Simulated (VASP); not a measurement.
A run of VASP 6.6.1 is set up as follows.

INCAR

```
ALGO = Normal ; EDIFF = 1E-7
ENCUT = 520 ; GGA = PE
ISIF = 2 ; ISMEAR = 0
LASPH = True ; LCHARG = False
LREAL = False ; LWAVE = False
NBANDS = 11 ; NELM = 100
PREC = Accurate ; SIGMA = 0.05
```

File KPOINTS:

```
k-points
0
Gamma
  12 12 12
```

The input POSCAR:

```
C
1.0
    0.0000000000      1.7267957216      1.7267957216
    1.7267957216      0.0000000000      1.7267957216
    1.7267957216      1.7267957216      0.0000000000
C
2
Direct
    0.5000000000      0.5000000000      0.5000000000
    0.7500000000      0.7500000000      0.7500000000
```

Potentials or basis: VASP PAW PBE potentials, release 64 (C).

Command:

```console
$ cat potpaw_PBE.64/C/POTCAR > POTCAR
$ mpirun -np 1 vasp_std > vasp.out
```

Problem. Estimate the band gap on the k mesh.

Solution. 4.38 eV, indirect (least direct gap 5.86 eV).

Problem. Estimate the pressure.

Solution. 53.6 GPa.

 A k mesh can miss the band edges.
